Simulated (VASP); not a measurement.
# Cu12N in VASP: a series of runs

Runs on Cu12N. Level: PBE. Tasks: single point.

All numbers are computed with VASP 6.6.1; they aren't measurements. Logs are shortened: lines on timing, memory, paths and dates and some standing lists are left out, and cuts for length are marked.

## 1. The cell of the first run

The cell holds a slab with vacuum, 13 atoms: a = 5.133 Å, b = 5.133 Å, c = 19.624 Å, α = 90.00°, β = 90.00°, γ = 120.00°.

## 2. Single point, PBE

Contents of INCAR:

```
  PREC = Accurate
  ENCUT = 520
  EDIFF = 1E-6
  ISMEAR = 0
  SIGMA = 0.1
  LREAL = False
  LASPH = True
  NELM = 100
  ALGO = Normal
  ISIF = 2
  LWAVE = False
  LCHARG = True
  LDIPOL = True
  IDIPOL = 3
  DIPOL = 0.5 0.5 0.324
  GGA = PE
  LELF = True
  LVHAR = True
  LVACPOTAV = True
  NBANDS = 80
```

Contents of KPOINTS:

```
Automatic mesh
0
Gamma
  6 6 1
```

Contents of POSCAR:

```
Cu12N
1.0
    5.1332392722      0.0000000000      0.0000000000
   -2.5666196361      4.4455156134      0.0000000000
    0.0000000000      0.0000000000     19.6236283438
Cu N
12 1
Direct
    0.3333333333      0.1666666667      0.2038359028
    0.3333333333      0.6666666667      0.2038359028
    0.8333333333      0.1666666667      0.2038359028
    0.8333333333      0.6666666667      0.2038359028
    0.1666666667      0.3333333333      0.3089002490
    0.1666666667      0.8333333333      0.3089002490
    0.6666666667      0.3333333333      0.3089002490
    0.6666666667      0.8333333333      0.3089002490
    0.0000000000      0.0000000000      0.4139717794
    0.0000000000      0.5000000000      0.4139717794
    0.5000000000      0.0000000000      0.4139717794
    0.5000000000      0.5000000000      0.4139717794
    0.0000000000      0.0000000000      0.5002793796
```

Potentials or basis: VASP PAW PBE potentials, release 64 (Cu, N).

The run is started by

```
$ cat potpaw_PBE.64/Cu/POTCAR potpaw_PBE.64/N/POTCAR > POTCAR
$ mpirun -np 1 vasp_std > vasp.out
```

OUTCAR:

```text
PREC = Accurate
   ENCUT = 520
   EDIFF = 1E-6
   ISMEAR = 0
   LREAL = False
   LASPH = True
   NELM = 100
   ISIF = 2
   GGA = PE

 ion  position               nearest neighbor table
   1  0.333  0.167  0.204-   5 2.54   6 2.54   7 2.54   4 2.57   2 2.57   2 2.57   4 2.57   3 2.57
                             3 2.57
   2  0.333  0.667  0.204-   6 2.54   5 2.54   8 2.54   3 2.57   1 2.57   1 2.57   3 2.57   4 2.57
                             4 2.57
   3  0.833  0.167  0.204-   7 2.54   8 2.54   5 2.54   4 2.57   2 2.57   4 2.57   2 2.57   1 2.57
                             1 2.57
   4  0.833  0.667  0.204-   8 2.54   7 2.54   6 2.54   3 2.57   1 2.57   3 2.57   1 2.57   2 2.57
                             2 2.57
   5  0.167  0.333  0.309-   1 2.54   2 2.54   3 2.54   9 2.54  12 2.54  10 2.54   8 2.57   6 2.57
                             6 2.57   8 2.57   7 2.57   7 2.57
   6  0.167  0.833  0.309-   2 2.54   1 2.54   4 2.54  10 2.54  11 2.54   9 2.54   7 2.57   5 2.57
                             5 2.57   7 2.57   8 2.57   8 2.57
   7  0.667  0.333  0.309-   3 2.54   4 2.54   1 2.54  11 2.54  10 2.54  12 2.54   8 2.57   6 2.57
                             8 2.57   6 2.57   5 2.57   5 2.57
   8  0.667  0.833  0.309-   4 2.54   3 2.54   2 2.54  12 2.54   9 2.54  11 2.54   7 2.57   5 2.57
                             7 2.57   5 2.57   6 2.57   6 2.57
   9  0.000  0.000  0.414-  13 1.69   5 2.54   8 2.54   6 2.54  12 2.57  10 2.57  10 2.57  12 2.57
                            11 2.57  11 2.57
  10  0.000  0.500  0.414-   6 2.54   7 2.54   5 2.54   9 2.57  11 2.57   9 2.57  11 2.57  12 2.57
                            12 2.57
  11  0.500  0.000  0.414-   7 2.54   6 2.54   8 2.54  10 2.57  12 2.57  12 2.57  10 2.57   9 2.57
                             9 2.57
  12  0.500  0.500  0.414-   8 2.54   5 2.54   7 2.54   9 2.57  11 2.57  11 2.57   9 2.57  10 2.57
                            10 2.57
  13  0.000  0.000  0.500-   9 1.69

  LATTYP: Found a hexagonal cell.
 ALAT       =     5.1332392722
 C/A-ratio  =     3.8228547908

  Lattice vectors:

 A1 = (   5.1332392722,   0.0000000000,   0.0000000000)
 A2 = (  -2.5666196361,   4.4455156134,   0.0000000000)
 A3 = (   0.0000000000,   0.0000000000,  19.6236283438)

Analysis of symmetry for initial positions (statically):
=====================================================================
 Subroutine PRICEL returns:
 Original cell was already a primitive cell.

 Routine SETGRP: Setting up the symmetry group for a
 hexagonal supercell.

 Subroutine GETGRP returns: Found  6 space group operations
 (whereof  6 operations were pure point group operations)
 out of a pool of 24 trial point group operations.

The static configuration has the point symmetry C_3v.

Analysis of symmetry for dynamics (positions and initial velocities):
=====================================================================
 Subroutine PRICEL returns:
 Original cell was already a primitive cell.

 Routine SETGRP: Setting up the symmetry group for a
 hexagonal supercell.

 Subroutine GETGRP returns: Found  6 space group operations
 (whereof  6 operations were pure point group operations)
 out of a pool of 24 trial point group operations.

The dynamic configuration has the point symmetry C_3v.

 Subroutine INISYM returns: Found  6 space group operations
 (whereof  6 operations are pure point group operations),
 and found     1 'primitive' translations

----------------------------------------------------------------------------------------

                                     Primitive cell

  volume of cell :     447.8091

  direct lattice vectors                    reciprocal lattice vectors
     5.133239272  0.000000000  0.000000000     0.194808764  0.112472893  0.000000000
    -2.566619636  4.445515613  0.000000000     0.000000000  0.224945785  0.000000000
     0.000000000  0.000000000 19.623628344     0.000000000  0.000000000  0.050958976

  length of vectors
     5.133239272  5.133239272 19.623628344     0.224945785  0.224945785  0.050958976

  position of ions in fractional coordinates (direct lattice)
     0.333333333  0.166666667  0.203835903
     0.333333333  0.666666667  0.203835903
     0.833333333  0.166666667  0.203835903
     0.833333333  0.666666667  0.203835903
     0.166666667  0.333333333  0.308900249
     0.166666667  0.833333333  0.308900249
     0.666666667  0.333333333  0.308900249
     0.666666667  0.833333333  0.308900249
     0.000000000  0.000000000  0.413971779
[... 41 lines left out ...]

 Subroutine IBZKPT returns following result:
 ===========================================

 Found      7 irreducible k-points:

 Following reciprocal coordinates:
            Coordinates               Weight
  0.000000  0.000000  0.000000      1.000000
  0.166667 -0.000000  0.000000      6.000000
  0.333333 -0.000000  0.000000      6.000000
  0.500000  0.000000  0.000000      3.000000
  0.166667  0.166667  0.000000      6.000000
  0.333333  0.166667  0.000000     12.000000
  0.333333  0.333333  0.000000      2.000000
   k-points           NKPTS =      7   k-points in BZ     NKDIM =      7   number of bands    NBANDS=     80
   number of dos      NEDOS =    301   number of ions     NIONS =     13
   total plane-waves  NPLWV = 240000
   dimension x,y,z NGX =    40 NGY =   40 NGZ =  150
   dimension x,y,z NGXF=    80 NGYF=   80 NGZF=  300
   ions per type =              12   1
   NGX,Y,Z   is equivalent  to a cutoff of  12.95, 12.95, 12.71 a.u.
   NGXF,Y,Z  is equivalent  to a cutoff of  25.91, 25.91, 25.42 a.u.
 SYSTEM =  unknown system
   PREC   = accura    normal or accurate (medium, high low for compatibility)
   ISTART =      0    job   : 0-new  1-cont  2-samecut
   ICHARG =      2    charge: 1-file 2-atom 10-const
   ISPIN  =      1    spin polarized calculation?
   LNONCOLLINEAR =      F non collinear calculations
   LSORBIT =      F    spin-orbit coupling
   LASPH  =      T    aspherical Exc in radial PAW
   ENCUT  =  520.0 eV  38.22 Ry    6.18 a.u.   9.54  9.54 36.49*2*pi/ulx,y,z
   NELM   =    100;   NELMIN=  2; NELMDL= -5     # of ELM steps
   EDIFF  = 0.1E-05   stopping-criterion for ELM
   LREAL  =      F    real-space projection
   EDIFFG = 0.1E-04   stopping-criterion for IOM
   NSW    =      0    number of steps for IOM
   IBRION =     -1    ionic relax: 0-MD 1-quasi-New 2-CG
   NFREE  =      0    steps in history (QN), initial steepest desc. (CG)
   ISIF   =      2    stress and relaxation
   ISYM   =      2    0-nonsym 1-usesym 2-fastsym
   POTIM  = 0.5000    time-step for ionic-motion
   TEBEG  =    0.0;   TEEND  =   0.0 temperature during run
   PSTRESS=    0.0 pullay stress
   NELECT =     137.0000    total number of electrons
   NUPDOWN=      -1.0000    fix difference up-down
   EMIN   =  10.00;   EMAX   =-10.00  energy-range for DOS
   EFERMI =   0.00;   METHOD = LEGACY
   ISMEAR =     0;   SIGMA  =   0.10  broadening in eV -4-tet -1-fermi 0-gaus
   EFERMI_NEDOS =   21; number of points for ismear=-14 and -15
   IALGO  =     38    algorithm
   IMIX   =      4    mixing-type and parameters
     AMIX     =   0.40;   BMIX     =  1.00
     AMIX_MAG =   1.60;   BMIX_MAG =  1.00
  volume/ion in A,a.u.               =      34.45       232.46
  Fermi-wavevector in a.u.,A,eV,Ry     =   1.103106  2.084569 16.556161  1.216844
  Thomas-Fermi vector in A             =   2.239559
   LORBIT       =      0    0 simple, 1 ext, 2 COOP (PROOUT), +10 PAW based schemes
   GGA     = PE    functional components
   LHFCALC =     F    Hartree Fock is set to
   AEXX    =    0.0000 exact exchange contribution
   IVDW    =     0    specifies the selected vdW correction
   LEPSILON=     F    determine dielectric tensor
   LRPA    =     F    only Hartree local field effects (RPA)
 non-spin polarized calculation
 Gauss-broadening in eV      SIGMA  =   0.10
  energy-cutoff  :      520.00
  volume of cell :      447.81
 maximum number of plane-waves:     12133
 NGX is ok and might be reduce to    40
   NGX = 19   NGY = 19   NGZ = 73

 dipolmoment           0.000000      0.000000     -0.431294 electrons x Angstroem

 number of electron     137.0000021 magnetization

 dipolmoment           0.000000      0.000000      0.230931 electrons x Angstroem

 Free energy of the ion-electron system (eV)
  ---------------------------------------------------
  ext. energy  EPLUGINS =         0.00000000
  ---------------------------------------------------
  free energy    TOTEN  =       -45.65683584 eV

  energy without entropy =      -45.62916106  energy(sigma->0) =      -45.64299845

 E-fermi :  -1.2018     XC(G=0):  -5.2031

 val. band max:       -1.3003494195   @ k =   0.3333   0.3333   0.0000
 cond. band min:      -1.1483294220   @ k =   0.0000   0.0000   0.0000
 fundamental gap:      0.1520199975
 Fermi energy:        -1.2018110008

 k-point     1 :       0.0000    0.0000    0.0000
  band No.  band energies     occupation
      1     -14.2930      2.00000
      2      -9.7878      2.00000
      3      -7.7459      2.00000
      4      -6.4335      2.00000
      5      -6.0673      2.00000
      6      -6.0673      2.00000
[... 570 lines left out ...]
     79       3.7193      0.00000
     80       3.9510      0.00000

------------------------ aborting loop because EDIFF is reached ----------------------------------------

  FORCE on cell =-STRESS in cart. coord.  units (eV):
  Direction    XX          YY          ZZ          XY          YZ          ZX
  --------------------------------------------------------------------------------------
  -------------------------------------------------------------------------------------
  Total       -3.6287799     -3.6287799      1.8409205     -0.0000000      0.0000000     -0.0000000
  in kB      -12.9830955    -12.9830955      6.5864689     -0.0000000      0.0000000     -0.0000000
  external PRESSURE =      -6.4599074 kB  Pullay stress =       0.0000000 kB

 VOLUME and BASIS-vectors are now :
 -----------------------------------------------------------------------------
  energy-cutoff  :      520.00
  volume of cell :      447.81
      direct lattice vectors                 reciprocal lattice vectors
     5.133239272  0.000000000  0.000000000     0.194808764  0.112472893  0.000000000
    -2.566619636  4.445515613  0.000000000     0.000000000  0.224945785  0.000000000
     0.000000000  0.000000000 19.623628344     0.000000000  0.000000000  0.050958976

 POSITION                                       TOTAL-FORCE (eV/Angst)
 -----------------------------------------------------------------------------------
      1.28331      0.74092      4.00000        -0.033839     -0.019537     -0.110293
     -0.00000      2.96368      4.00000         0.000000     -0.000000     -0.085539
      3.84993      0.74092      4.00000         0.033839     -0.019537     -0.110293
      2.56662      2.96368      4.00000         0.000000      0.039074     -0.110293
      0.00000      1.48184      6.06174        -0.000000      0.031417     -0.006758
     -1.28331      3.70460      6.06174         0.027208     -0.015709     -0.006758
      2.56662      1.48184      6.06174         0.000000     -0.000000      0.016727
      1.28331      3.70460      6.06174        -0.027208     -0.015709     -0.006758
      0.00000      0.00000      8.12363         0.000000      0.000000     -0.552126
     -1.28331      2.22276      8.12363         0.030609      0.017672      0.283940
      2.56662      0.00000      8.12363         0.000000     -0.035344      0.283940
      1.28331      2.22276      8.12363        -0.030609      0.017672      0.283940
      0.00000      0.00000      9.81730         0.000000      0.000000      0.120271
 -----------------------------------------------------------------------------------
    total drift:                                0.000001      0.000002     -0.006973

  FREE ENERGIE OF THE ION-ELECTRON SYSTEM (eV)
  ---------------------------------------------------
  free  energy   TOTEN  =       -45.6568358435 eV

  energy  without entropy=      -45.6291610637  energy(sigma->0) =      -45.64299845

 vacuum level on the upper side and lower side of the slab         5.360         3.529
```

Wall time 11 min (1 thread of Intel Xeon Platinum 8488C (Sapphire Rapids), shared host); peak memory 0.63 GiB.

What came out:

- Free energy: -45.6568 eV
- Largest force: 0.552 eV/Å
- Band gap on the k mesh: zero (an odd number of electrons rules out a gap without spin polarisation)

Forces in eV/Å, atoms in the order of the input:
```
Cu  -0.034 -0.020 -0.110
Cu   0.000  0.000 -0.086
Cu   0.034 -0.020 -0.110
Cu   0.000  0.039 -0.110
Cu   0.000  0.031 -0.007
Cu   0.027 -0.016 -0.007
Cu   0.000  0.000  0.017
Cu  -0.027 -0.016 -0.007
Cu   0.000  0.000 -0.552
Cu   0.031  0.018  0.284
Cu   0.000 -0.035  0.284
Cu  -0.031  0.018  0.284
N    0.000  0.000  0.120
```

With open d or f shells a metallic result of PBE can be an artefact of self-interaction; +U or a hybrid may open a gap.

(Continued in part 2 of 2.)
